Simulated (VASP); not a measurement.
A run of VASP 6.6.1:

Contents of POSCAR:

```
Li2ClF
1.0
    1.6438003705      0.9490485863      5.2637591360
   -1.6438003705      0.9490485863      5.2637591360
    0.0000000000     -1.8980971729      5.2637591359
F Cl Li
1 1 2
Direct
    1.0000000000      0.0000000000      0.0000000000
    0.5000000000      0.5000000000      0.5000000000
    0.2633593308      0.2633593308      0.2633593308
    0.7366406692      0.7366406692      0.7366406692
```

The input INCAR.step1:

```
SYSTEM = Li2ClF
ALGO = Normal
EDIFF = 1E-4
ENCUT = 520
GGA = PE
ISMEAR = 0
LASPH = .TRUE.
LCHARG = .FALSE.
LREAL = .FALSE.
LWAVE = .TRUE.
NBANDS = 18
NELM = 60
PREC = Accurate
SIGMA = 0.01
```

INCAR.step2

```
SYSTEM = Li2ClF
ALGO = Normal
EDIFF = 1E-6
ENCUT = 520
ISIF = 2
ISMEAR = 0
ISTART = 1
LASPH = .TRUE.
LCHARG = .TRUE.
LELF = .TRUE.
LMIXTAU = .TRUE.
LREAL = .FALSE.
LVHAR = .TRUE.
LWAVE = .FALSE.
METAGGA = R2SCAN
NBANDS = 18
NELM = 60
PREC = Accurate
SIGMA = 0.01
```

File KPOINTS:

```
k-points
0
G
  10 10 10
  0 0 0
```

Potentials or basis: VASP PAW PBE potentials, release 64 (F, Cl, Li_sv).

Launch:

```sh
$ cat potpaw_PBE.64/F/POTCAR potpaw_PBE.64/Cl/POTCAR potpaw_PBE.64/Li_sv/POTCAR > POTCAR
$ cp INCAR.step1 INCAR
$ mpirun -np 1 vasp_std > vasp.out
$ cp INCAR.step2 INCAR
$ mpirun -np 1 vasp_std > vasp.out
```

Hardware: 1 thread of Intel Xeon 8259CL (shared host).

Question: How long does it take, and how much memory?

Answer: Run time: 29 min on 1 thread of Intel Xeon 8259CL, on a shared host, peak memory 0.33 GiB. Counts: k points 116.
